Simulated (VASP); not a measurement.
# Co (Pm-3m) in VASP: further runs

Runs on Co. Level: PBE+U. Tasks: single point.

All numbers are computed with VASP 6.6.1; they aren't measurements. Logs are shortened: lines on timing, memory, paths and dates and some standing lists are left out, and cuts for length are marked.

### 1 The cell of the first run

It takes space group Pm-3m (No. 221, cubic). The conventional cell has a = 2.058 Å, b = 2.058 Å, c = 2.058 Å, α = 90.00°, β = 90.00°, γ = 90.00°. Co (site symmetry m-3m) has 6 Co at 2.06 Å within 2.7 Å.

### 2 Single point, PBE+U, collinear spin, ferromagnetic start

INCAR

```
SYSTEM = Co
  ALGO = Normal
  EDIFF = 1E-7
  ENCUT = 520
  GGA = PE
  ISIF = 2
  ISMEAR = -1
  ISPIN = 2
  LASPH = .TRUE.
  LCHARG = .FALSE.
  LDAU = .TRUE.
  LDAUJ = 0
  LDAUL = 2
  LDAUPRINT = 1
  LDAUTYPE = 2
  LDAUU = 1
  LMAXMIX = 4
  LORBIT = 11
  LREAL = .FALSE.
  LWAVE = .FALSE.
  MAGMOM = 1.7
  NBANDS = 14
  NELM = 150
  PREC = Accurate
  SIGMA = 0.05
```

KPOINTS

```
k-points
0
G
  17 17 17
  0 0 0
```

POSCAR

```
Co
1.0
    2.0578604358      0.0000000000      0.0000000000
    0.0000000000      2.0578604358      0.0000000000
    0.0000000000      0.0000000000      2.0578604358
Co
1
Direct
    0.0000000000      0.0000000000      0.0000000000
```

Potentials or basis: VASP PAW PBE potentials, release 64 (Co).

Command:

```sh
cat potpaw_PBE.64/Co/POTCAR > POTCAR
mpirun -np 1 vasp_std > vasp.out
```

OUTCAR:

```text
SYSTEM = Co
   EDIFF = 1E-7
   ENCUT = 520
   GGA = PE
   ISIF = 2
   ISMEAR = -1
   ISPIN = 2
   LASPH = .TRUE.
   LORBIT = 11
   LREAL = .FALSE.
   NELM = 150
   PREC = Accurate

 ion  position               nearest neighbor table
   1  0.000  0.000  0.000-

  LATTYP: Found a simple cubic cell.
 ALAT       =     2.0578604358

  Lattice vectors:

 A1 = (   2.0578604358,   0.0000000000,   0.0000000000)
 A2 = (   0.0000000000,   2.0578604358,   0.0000000000)
 A3 = (   0.0000000000,   0.0000000000,   2.0578604358)

Analysis of symmetry for initial positions (statically):
=====================================================================
 Subroutine PRICEL returns:
 Original cell was already a primitive cell.

 Routine SETGRP: Setting up the symmetry group for a
 simple cubic supercell.

 Subroutine GETGRP returns: Found 48 space group operations
 (whereof 48 operations were pure point group operations)
 out of a pool of 48 trial point group operations.

The static configuration has the point symmetry O_h .

Analysis of symmetry for dynamics (positions and initial velocities):
=====================================================================
 Subroutine PRICEL returns:
 Original cell was already a primitive cell.

 Routine SETGRP: Setting up the symmetry group for a
 simple cubic supercell.

 Subroutine GETGRP returns: Found 48 space group operations
 (whereof 48 operations were pure point group operations)
 out of a pool of 48 trial point group operations.

The dynamic configuration has the point symmetry O_h .

Analysis of structural, dynamic, and magnetic symmetry:
=====================================================================
 Subroutine PRICEL returns:
 Original cell was already a primitive cell.

 Routine SETGRP: Setting up the symmetry group for a
 simple cubic supercell.

 Subroutine GETGRP returns: Found 48 space group operations
[... 162 lines left out ...]

 occupancies and eigenvectors

  o =  0.5720  v =  0.0000  0.0000  0.0000  0.0000  0.0000  1.0000  0.0000  0.0000  0.0000  0.0000      0.0000  0.0000  0.0000  0.0000  0.0000  0.0000  0.0000  0.0000  0.0000  0.0000
  o =  0.5720  v =  0.0000  0.0000  0.0000  0.0000  0.0000  0.0000 -0.0957  0.0000 -0.9954  0.0000      0.0000  0.0000  0.0000  0.0000  0.0000  0.0000  0.0000  0.0000  0.0000  0.0000
  o =  0.5720  v =  0.0000  0.0000  0.0000  0.0000  0.0000  0.0000 -0.9954 -0.0000  0.0957  0.0000      0.0000  0.0000  0.0000  0.0000  0.0000  0.0000  0.0000  0.0000  0.0000  0.0000
  o =  0.7476  v =  0.0000  0.0000  0.0000  0.0000  0.0000  0.0000 -0.0000 -0.0715 -0.0000 -0.9974      0.0000  0.0000  0.0000  0.0000  0.0000  0.0000  0.0000  0.0000  0.0000  0.0000
  o =  0.7476  v =  0.0000  0.0000  0.0000  0.0000  0.0000  0.0000  0.0000 -0.9974 -0.0000  0.0715      0.0000  0.0000  0.0000  0.0000  0.0000  0.0000  0.0000  0.0000  0.0000  0.0000
  o =  0.8514  v =  0.0000  0.0000 -0.0441  0.0000  0.9990  0.0000  0.0000  0.0000  0.0000  0.0000      0.0000  0.0000  0.0000  0.0000  0.0000  0.0000  0.0000  0.0000  0.0000  0.0000
  o =  0.8514  v =  0.0000 -0.0000  0.9990 -0.0000  0.0441  0.0000  0.0000  0.0000  0.0000  0.0000      0.0000  0.0000  0.0000  0.0000  0.0000  0.0000  0.0000  0.0000  0.0000  0.0000
  o =  0.9407  v =  0.0000 -0.9998 -0.0000 -0.0222  0.0000  0.0000  0.0000  0.0000  0.0000  0.0000      0.0000  0.0000  0.0000  0.0000  0.0000  0.0000  0.0000  0.0000  0.0000  0.0000
  o =  0.9407  v =  0.0000 -0.0222  0.0000  0.9998 -0.0000  0.0000  0.0000  0.0000  0.0000  0.0000      0.0000  0.0000  0.0000  0.0000  0.0000  0.0000  0.0000  0.0000  0.0000  0.0000
  o =  0.9407  v =  1.0000  0.0000  0.0000  0.0000  0.0000  0.0000  0.0000  0.0000  0.0000  0.0000      0.0000  0.0000  0.0000  0.0000  0.0000  0.0000  0.0000  0.0000  0.0000  0.0000

 number of electron       9.0000012 magnetization       1.3325850

 Free energy of the ion-electron system (eV)
  ---------------------------------------------------
  ext. energy  EPLUGINS =         0.00000000
  ---------------------------------------------------
  free energy    TOTEN  =        -4.42128682 eV

  energy without entropy =       -4.41226657  energy(sigma->0) =       -4.41677669

 E-fermi :  14.1225     XC(G=0): -14.6193

 val. band max:       14.1009172255   @ k =   0.3529   0.1765   0.0000
 cond. band min:      14.1317476197   @ k =   0.2941   0.2353   0.0000
 fundamental gap:      0.0308303942
 Fermi energy:        14.1225487439

 spin component 1

 k-point     1 :       0.0000    0.0000    0.0000
  band No.  band energies     occupation
      1       3.6833      1.00000
      2       7.8182      1.00000
      3       7.8182      1.00000
      4      13.6478      0.99992
      5      13.6478      0.99992
      6      13.6478      0.99992
      7      38.3550      0.00000
      8      38.3550      0.00000
      9      38.3550      0.00000
     10      43.0420      0.00000
     11      43.0420      0.00000
     12      48.7597      0.00000
[... 793 lines left out ...]
      3      10.8994      1.00000
      4      13.6622      0.99990
      5      14.9688      0.00000
      6      15.7359      0.00000
      7      21.7170      0.00000
      8      39.4581      0.00000
      9      44.5955      0.00000
     10      45.6109      0.00000
     11      49.2806      0.00000
     12      51.4051      0.00000
     13      53.6224      0.00000
     14      54.8476      0.00000

 [... further k-points ...]
[... 5 lines left out ...]
  --------------------------------------------------------------------------------------
  -------------------------------------------------------------------------------------
  Total        6.5667992      6.5667992      6.5667992      0.0000000      0.0000000      0.0000000
  in kB     1207.3037949   1207.3037949   1207.3037949      0.0000000      0.0000000      0.0000000
  external PRESSURE =    1207.3037949 kB  Pullay stress =       0.0000000 kB

 VOLUME and BASIS-vectors are now :
 -----------------------------------------------------------------------------
  energy-cutoff  :      520.00
  volume of cell :        8.71
      direct lattice vectors                 reciprocal lattice vectors
     2.057860436  0.000000000  0.000000000     0.485941604  0.000000000  0.000000000
     0.000000000  2.057860436  0.000000000     0.000000000  0.485941604  0.000000000
     0.000000000  0.000000000  2.057860436     0.000000000  0.000000000  0.485941604

 POSITION                                       TOTAL-FORCE (eV/Angst)
 -----------------------------------------------------------------------------------
      0.00000      0.00000      0.00000         0.000000      0.000000      0.000000
 -----------------------------------------------------------------------------------
    total drift:                                0.000000      0.000000      0.000000

  FREE ENERGIE OF THE ION-ELECTRON SYSTEM (eV)
  ---------------------------------------------------
  free  energy   TOTEN  =        -4.4212868151 eV

  energy  without entropy=       -4.4122665721  energy(sigma->0) =       -4.41677669

 total charge

# of ion       s       p       d       tot
------------------------------------------
    1        0.650   0.699   7.693   9.042

 magnetization (x)

# of ion       s       p       d       tot
------------------------------------------
    1        0.010  -0.003   1.317   1.324
```

stdout:

```text
POSCAR found type information on POSCAR Co
 POSCAR found :  1 types and       1 ions
 scaLAPACK will be used
 LDA part: xc-table for (Slater+PW92), standard interpolation
 POSCAR, INCAR and KPOINTS ok, starting setup
 FFT: planning ... GRIDC
 FFT: planning ... GRID_SOFT
 FFT: planning ... GRID
 WAVECAR not read
 entering main loop
```

Run time: 22 s. Hardware: 1 thread of AMD EPYC 7R13 (Zen 3), shared host; peak memory 0.11 GiB.

Results:

```yaml
Free_energy: -4.4213 eV
Pressure: 120.7 GPa
Net_moment: 1.33 μB per cell
Site_moments: Co +1.32 μB
```

Levels at points of the mesh, in eV from the Fermi level:
Spin up:
| k point | band 2 | band 3 | band 4 | band 5 | band 6 | band 7 | band 8 | band 9 |
| --- | --- | --- | --- | --- | --- | --- | --- | --- |
| (0.00, 0.00, 0.00) | -6.30 | -6.30 | -0.47 | -0.47 | -0.47 | 24.23 | 24.23 | 24.23 |
Spin down:
```csv
k point,band 1,band 2,band 3,band 4,band 5,band 6,band 7,band 8,band 9
"(0.00, 0.00, 0.00)",-10.29,-5.33,-5.33,1.69,1.69,1.69,24.59,24.59,24.59
```

Eigenvalues of the final occupation matrices:
```csv
site,spin,trace,eigenvalues
site 1 d,1,4.52,0.85 0.85 0.94 0.94 0.94
site 1 d,2,3.21,0.57 0.57 0.57 0.75 0.75
```

Caveat: the U is typed as a test and isn't derived for this compound.

### 3 Single point, PBE+U, collinear spin, ferromagnetic start

INCAR

```
SYSTEM = Co
PREC     = Accurate       ! precision mode
ENCUT    = 520            ! plane-wave cutoff, eV
EDIFF    = 1E-6           ! SCF threshold, eV
ISMEAR   = -1             ! smearing method
SIGMA    = 0.05           ! smearing width, eV
LREAL    = .FALSE.        ! projectors in reciprocal space
LASPH    = .TRUE.         ! aspherical terms in the spheres
NELM     = 150            ! most SCF steps
ALGO     = Normal         ! electronic algorithm
ISIF     = 2              ! what is computed and relaxed
LWAVE    = .FALSE.        ! write WAVECAR
LCHARG   = .FALSE.        ! write CHGCAR
ISPIN    = 2              ! spin polarisation
MAGMOM   = 1.7            ! initial moments
LORBIT   = 11             ! projections on sites
LMAXMIX  = 4              ! l up to which the mixer works
LDAU     = .TRUE.         ! DFT+U
LDAUTYPE = 2            
LDAUL    = 2              ! shell
LDAUU    = 3              ! U, eV
LDAUJ    = 0            
LDAUPRINT= 1            
GGA      = PE             ! functional
NBANDS   = 14             ! bands
```

KPOINTS

```
Automatic mesh
0
G
  17 17 17
  0 0 0
```

POSCAR is that of step 2.

Potentials or basis: VASP PAW PBE potentials, release 64 (Co).

Command:

```sh
cat potpaw_PBE.64/Co/POTCAR > POTCAR
mpirun -np 1 vasp_std > vasp.out
```

OUTCAR:

```text
SYSTEM = Co
   PREC = Accurate
   ENCUT = 520
   EDIFF = 1E-6
   ISMEAR = -1
   LREAL = .FALSE.
   LASPH = .TRUE.
   NELM = 150
   ISIF = 2
   ISPIN = 2
   LORBIT = 11
   GGA = PE

 ion  position               nearest neighbor table
   1  0.000  0.000  0.000-

  LATTYP: Found a simple cubic cell.
 ALAT       =     2.0578604358

  Lattice vectors:

 A1 = (   2.0578604358,   0.0000000000,   0.0000000000)
 A2 = (   0.0000000000,   2.0578604358,   0.0000000000)
 A3 = (   0.0000000000,   0.0000000000,   2.0578604358)

Analysis of symmetry for initial positions (statically):
=====================================================================
 Subroutine PRICEL returns:
 Original cell was already a primitive cell.

 Routine SETGRP: Setting up the symmetry group for a
 simple cubic supercell.

 Subroutine GETGRP returns: Found 48 space group operations
 (whereof 48 operations were pure point group operations)
 out of a pool of 48 trial point group operations.

The static configuration has the point symmetry O_h .

Analysis of symmetry for dynamics (positions and initial velocities):
=====================================================================
 Subroutine PRICEL returns:
 Original cell was already a primitive cell.

 Routine SETGRP: Setting up the symmetry group for a
 simple cubic supercell.

 Subroutine GETGRP returns: Found 48 space group operations
 (whereof 48 operations were pure point group operations)
 out of a pool of 48 trial point group operations.

The dynamic configuration has the point symmetry O_h .

Analysis of structural, dynamic, and magnetic symmetry:
=====================================================================
 Subroutine PRICEL returns:
 Original cell was already a primitive cell.

 Routine SETGRP: Setting up the symmetry group for a
 simple cubic supercell.

 Subroutine GETGRP returns: Found 48 space group operations
 (whereof 48 operations were pure point group operations)
 out of a pool of 48 trial point group operations.

The overall configuration has the point symmetry O_h .

 Subroutine INISYM returns: Found 48 space group operations
 (whereof 48 operations are pure point group operations),
 and found     1 'primitive' translations

----------------------------------------------------------------------------------------

                                     Primitive cell

  volume of cell :       8.7146

  direct lattice vectors                    reciprocal lattice vectors
     2.057860436  0.000000000  0.000000000     0.485941604  0.000000000  0.000000000
     0.000000000  2.057860436  0.000000000     0.000000000  0.485941604  0.000000000
     0.000000000  0.000000000  2.057860436     0.000000000  0.000000000  0.485941604

  length of vectors
     2.057860436  2.057860436  2.057860436     0.485941604  0.485941604  0.485941604

  position of ions in fractional coordinates (direct lattice)
     0.000000000  0.000000000  0.000000000

  ion indices of the primitive-cell ions
   primitive index   ion index
                 1           1

[... 104 lines left out ...]
   LEPSILON=     F    determine dielectric tensor
   LRPA    =     F    only Hartree local field effects (RPA)
 spin polarized calculation
  energy-cutoff  :      520.00
  volume of cell :        8.71
 maximum number of plane-waves:       251
 NGX is ok and might be reduce to    16
   NGX =  7   NGY =  7   NGZ =  7

atom =   1  type =  1  l = 2

 onsite density matrix

spin component  1

  0.9595  0.0000  0.0000 -0.0000  0.0000
  0.0000  0.9595  0.0000 -0.0000 -0.0000
  0.0000  0.0000  0.9412  0.0000 -0.0000
 -0.0000 -0.0000  0.0000  0.9595  0.0000
  0.0000 -0.0000 -0.0000  0.0000  0.9412

spin component  2

  0.4833  0.0000 -0.0000 -0.0000 -0.0000
  0.0000  0.4833 -0.0000 -0.0000  0.0000
 -0.0000 -0.0000  0.7756 -0.0000  0.0000
 -0.0000 -0.0000 -0.0000  0.4833  0.0000
 -0.0000  0.0000  0.0000  0.0000  0.7756

 occupancies and eigenvectors

  o =  0.4833  v =  0.0000  0.0000  0.0000  0.0000  0.0000  1.0000  0.0000  0.0000  0.0000  0.0000      0.0000  0.0000  0.0000  0.0000  0.0000  0.0000  0.0000  0.0000  0.0000  0.0000
  o =  0.4833  v =  0.0000  0.0000  0.0000  0.0000  0.0000  0.0000 -0.0626 -0.0000  0.9980 -0.0000      0.0000  0.0000  0.0000  0.0000  0.0000  0.0000  0.0000  0.0000  0.0000  0.0000
  o =  0.4833  v =  0.0000  0.0000  0.0000  0.0000  0.0000  0.0000 -0.9980 -0.0000 -0.0626 -0.0000      0.0000  0.0000  0.0000  0.0000  0.0000  0.0000  0.0000  0.0000  0.0000  0.0000
  o =  0.7756  v =  0.0000  0.0000  0.0000  0.0000  0.0000  0.0000  0.0000 -0.4124  0.0000 -0.9110      0.0000  0.0000  0.0000  0.0000  0.0000  0.0000  0.0000  0.0000  0.0000  0.0000
  o =  0.7756  v =  0.0000  0.0000  0.0000  0.0000  0.0000  0.0000  0.0000 -0.9110  0.0000  0.4124      0.0000  0.0000  0.0000  0.0000  0.0000  0.0000  0.0000  0.0000  0.0000  0.0000
  o =  0.9412  v =  0.0000 -0.0000  0.9751  0.0000  0.2219  0.0000  0.0000  0.0000  0.0000  0.0000      0.0000  0.0000  0.0000  0.0000  0.0000  0.0000  0.0000  0.0000  0.0000  0.0000
  o =  0.9412  v =  0.0000  0.0000 -0.2219 -0.0000  0.9751  0.0000  0.0000  0.0000  0.0000  0.0000      0.0000  0.0000  0.0000  0.0000  0.0000  0.0000  0.0000  0.0000  0.0000  0.0000
  o =  0.9595  v =  0.0000  0.0466  0.0000 -0.9989  0.0000  0.0000  0.0000  0.0000  0.0000  0.0000      0.0000  0.0000  0.0000  0.0000  0.0000  0.0000  0.0000  0.0000  0.0000  0.0000
  o =  0.9595  v =  1.0000  0.0000  0.0000  0.0000  0.0000  0.0000  0.0000  0.0000  0.0000  0.0000      0.0000  0.0000  0.0000  0.0000  0.0000  0.0000  0.0000  0.0000  0.0000  0.0000
  o =  0.9595  v =  0.0000 -0.9989 -0.0000 -0.0466 -0.0000  0.0000  0.0000  0.0000  0.0000  0.0000      0.0000  0.0000  0.0000  0.0000  0.0000  0.0000  0.0000  0.0000  0.0000  0.0000

 number of electron       9.0000013 magnetization       1.7624380

 Free energy of the ion-electron system (eV)
  ---------------------------------------------------
  ext. energy  EPLUGINS =         0.00000000
  ---------------------------------------------------
  free energy    TOTEN  =        -2.96985510 eV

  energy without entropy =       -2.96131490  energy(sigma->0) =       -2.96558500

 E-fermi :  14.1821     XC(G=0): -14.6033

 val. band max:       14.1810368718   @ k =   0.4706   0.4706   0.0000
 cond. band min:      14.1849134359   @ k =   0.3529   0.2353   0.0588
 fundamental gap:      0.0038765641
 Fermi energy:        14.1820628963

 spin component 1

 k-point     1 :       0.0000    0.0000    0.0000
  band No.  band energies     occupation
      1       3.6606      1.00000
      2       6.6148      1.00000
      3       6.6148      1.00000
      4      12.5004      1.00000
      5      12.5004      1.00000
      6      12.5004      1.00000
      7      38.3014      0.00000
      8      38.3014      0.00000
      9      38.3014      0.00000
     10      41.2725      0.00000
     11      41.2725      0.00000
     12      48.6133      0.00000
[... 793 lines left out ...]
      3      11.0455      1.00000
      4      14.0879      0.86792
      5      15.2234      0.00000
      6      16.1886      0.00000
      7      21.5534      0.00000
      8      39.5207      0.00000
      9      44.5801      0.00000
     10      45.4312      0.00000
     11      49.4487      0.00000
     12      51.5907      0.00000
     13      53.4570      0.00000
     14      54.6555      0.00000

 [... further k-points ...]

------------------------ aborting loop because EDIFF is reached ----------------------------------------

  FORCE on cell =-STRESS in cart. coord.  units (eV):
  Direction    XX          YY          ZZ          XY          YZ          ZX
  --------------------------------------------------------------------------------------
  -------------------------------------------------------------------------------------
  Total        6.6514992      6.6514992      6.6514992      0.0000000     -0.0000000     -0.0000000
  in kB     1222.8758597   1222.8758597   1222.8758597      0.0000000     -0.0000000     -0.0000000
  external PRESSURE =    1222.8758597 kB  Pullay stress =       0.0000000 kB

 VOLUME and BASIS-vectors are now :
 -----------------------------------------------------------------------------
  energy-cutoff  :      520.00
  volume of cell :        8.71
      direct lattice vectors                 reciprocal lattice vectors
     2.057860436  0.000000000  0.000000000     0.485941604  0.000000000  0.000000000
     0.000000000  2.057860436  0.000000000     0.000000000  0.485941604  0.000000000
     0.000000000  0.000000000  2.057860436     0.000000000  0.000000000  0.485941604

 POSITION                                       TOTAL-FORCE (eV/Angst)
 -----------------------------------------------------------------------------------
      0.00000      0.00000      0.00000         0.000000      0.000000      0.000000
 -----------------------------------------------------------------------------------
    total drift:                                0.000000     -0.000000      0.000000

  FREE ENERGIE OF THE ION-ELECTRON SYSTEM (eV)
  ---------------------------------------------------
  free  energy   TOTEN  =        -2.9698550998 eV

  energy  without entropy=       -2.9613149016  energy(sigma->0) =       -2.96558500

 total charge

# of ion       s       p       d       tot
------------------------------------------
    1        0.645   0.717   7.717   9.079

 magnetization (x)

# of ion       s       p       d       tot
------------------------------------------
    1        0.012  -0.008   1.762   1.766
```

Wall time 25 s (1 thread of AMD EPYC 7R13 (Zen 3), shared host); peak memory 0.11 GiB.

Results:

```
Free energy  : -2.9699 eV
Pressure     : 122.3 GPa
Net moment   : 1.76 μB per cell
Site moments : Co +1.77 μB
```

Eigenvalues of the final occupation matrices:
| site | spin | trace | eigenvalues |
| --- | --- | --- | --- |
| site 1 d | 1 | 4.76 | 0.94 0.94 0.96 0.96 0.96 |
| site 1 d | 2 | 3.00 | 0.48 0.48 0.48 0.78 0.78 |

Caveat: the U is typed as a test and isn't derived for this compound.
